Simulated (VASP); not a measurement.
Write the native input for VASP 6.6.1 that does the following.

```yaml
Task: single point
Functional: PBEsol
Potentials_or_basis: VASP PAW PBE potentials, release 64 (Al, Au)
Cutoff: 520 eV
k_mesh: 12 × 12 × 12
Occupations: gaussian, width 0.1 eV
Spin: no spin polarisation
Dipole_correction: no
Further_INCAR_settings: ALGO = Fast; EDIFF = 1e-06; NBANDS = 18
```

The structure of Al3Au lies in POSCAR:

```
Al3Au
1.0
    3.8889585004      0.0000000000      0.0000000000
    0.0000000000      3.8889585004      0.0000000000
    0.0000000000      0.0000000000      3.8889585004
Al Au
3 1
Direct
    0.0000000000      0.5000000000      0.5000000000
    0.5000000000      0.0000000000      0.5000000000
    0.5000000000      0.5000000000      0.0000000000
    0.0000000000      0.0000000000      0.0000000000
```

This cell differs from its parent crystal: Cu replaced by Au, lengths x 1.005, strained.

These files were run (other wordings do the same):

INCAR

```
  PREC = Accurate
  ENCUT = 520
  EDIFF = 1E-6
  ISMEAR = 0
  SIGMA = 0.1
  LREAL = F
  LASPH = T
  NELM = 80
  ALGO = Fast
  ISIF = 2
  LWAVE = F
  LCHARG = T
  GGA = PS
  LELF = T
  LVHAR = T
  NBANDS = 18
```

KPOINTS

```
regular mesh
0
Gamma
  12 12 12
```

Potentials or basis: VASP PAW PBE potentials, release 64 (Al, Au).

Launch:

```console
$ cat potpaw_PBE.64/Al/POTCAR potpaw_PBE.64/Au/POTCAR > POTCAR
$ mpirun -np 1 vasp_std > vasp.out
```

Results of the run:

The pressure is 12.1 GPa and the band gap on the k mesh is zero (bands 10 and 11 overlap by 3.38 eV).

Caveat: the cell differs from its parent crystal (Cu replaced by Au, lengths x 1.005, strained); the cell stands under pressure; the PAW data sets were made with another functional, which shifts forces and pressure a little; spin-orbit coupling is left out, which moves the levels of the heavy elements.

It took 47 s on 1 thread of Intel(R) Xeon(R) 6975P-C (Granite Rapids), with other jobs on the host, peak memory 0.22 GiB.
